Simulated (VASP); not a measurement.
A run of VASP 6.6.1 is set up as follows.

Contents of INCAR:

```
SYSTEM = Lu3TiN
PREC = Accurate ; ENCUT = 520
EDIFF = 1E-7 ; ISMEAR = 0
SIGMA = 0.1 ; LREAL = .FALSE.
LASPH = .TRUE. ; NELM = 150
ALGO = Normal ; ISIF = 2
LWAVE = .FALSE. ; LCHARG = .TRUE.
ISPIN = 2 ; MAGMOM = 0 0 0 1 0
LORBIT = 11 ; LMAXMIX = 4
GGA = PE ; LELF = .TRUE.
LVHAR = .TRUE. ; NBANDS = 58
```

File KPOINTS:

```
Automatic mesh
0
G
  4 4 4
  0 0 0
```

The input POSCAR:

```
Lu3TiN
1.0
    4.5892999300      0.0000000000      0.0000000000
    0.0000000000      4.5892999300      0.0000000000
    0.0000000000      0.0000000000      4.5892999300
Lu Ti N
3 1 1
Direct
    0.5000000000      0.0000000000      0.5000000000
    0.5000000000      0.5000000000      0.0000000000
    0.0000000000      0.5000000000      0.5000000000
    0.0000000000      0.0000000000      0.0000000000
    0.5000000000      0.5000000000      0.5000000000
```

Potentials or basis: VASP PAW PBE potentials, release 64 (Lu, Ti_sv, N).

Run with:

```sh
$ cat potpaw_PBE.64/Lu/POTCAR potpaw_PBE.64/Ti_sv/POTCAR potpaw_PBE.64/N/POTCAR > POTCAR
$ mpirun -np 1 vasp_std > vasp.out
```

Q: Predict the band gap on the k mesh.

A: Zero (filled and empty bands overlap).

Q: Predict the pressure.

A: 6.6 GPa.

Caveat: the cell stands under pressure; spin-orbit coupling is left out, which moves the levels of the heavy elements.
